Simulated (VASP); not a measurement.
Crystal: CdTe.

```
CELL_PARAMETERS angstrom
0.00000 3.22343 3.22343
3.22343 0.00000 3.22343
3.22343 3.22343 0.00000
ATOMIC_POSITIONS crystal
Cd 0.00000 0.00000 0.00000
Te 0.25000 0.25000 0.25000
```

* Program: VASP 6.6.1
* Task: relaxation of cell and atoms
* Functional: PBE
* Potentials or basis: VASP PAW PBE potentials, release 64 (Cd, Te)
* Cutoff: 600 eV
* k mesh: 8 × 8 × 8
* Occupations: fermi-dirac, width 0.1 eV
* Spin: no spin polarisation

At the start: pressure 3.4 GPa; volume 33.49 Å³/atom.

Question: Where does the relaxation end?

Answer: Over 3 steps the energy falls by 28.1 meV/atom and the volume is 36.31 Å³/atom (+8.4 %); space group F-43m (No. 216, to 0.05 Å).

The path:
```csv
step,energy change (eV),largest force (eV/Å),pressure (GPa),volume (Å³)
1,0.0000,0.0000,3.45,66.99
2,-0.0527,0.0000,-0.71,74.22
3,-0.0562,0.0000,0.02,72.62
```

Final structure:
```
Cd Te
1.0
     0.00000    3.31139    3.31139
     3.31139    0.00000    3.31139
     3.31139    3.31139    0.00000
Cd Te
1 1
Direct
  0.00000 0.00000 0.00000
  0.25000 0.25000 0.25000
```
